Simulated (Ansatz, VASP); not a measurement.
One calculation of W, two programs

```xyz
1
Lattice="0.0000 2.0300 2.0300 2.0300 0.0000 2.0300 2.0300 2.0300 0.0000" Properties=species:S:1:pos:R:3 pbc="T T T"
W     0.0000    0.0000    0.0000
```

Alike in both runs: task single point; functional PBEsol; k mesh 16 × 16 × 16; occupations gaussian, width 0.05 eV; no spin polarisation.

```csv
,VASP,Ansatz
version,VASP 6.6.1,Ansatz 0.2.0
potentials or method,"VASP PAW PBE potentials, release 64 (W_sv), cutoff 520 eV","scalar-relativistic, plane waves, PAW"
valence electrons in the cell,14,14
```

|  | VASP | Ansatz | Ansatz less VASP |
| --- | --- | --- | --- |
| pressure (GPa) | -12.5 | -12.9 | -0.48 |

VASP's potentials were made for PBE, not for PBEsol. With one functional, cell and mesh, what is left measures potentials, basis and numerics.

Neither program's run includes spin-orbit coupling.
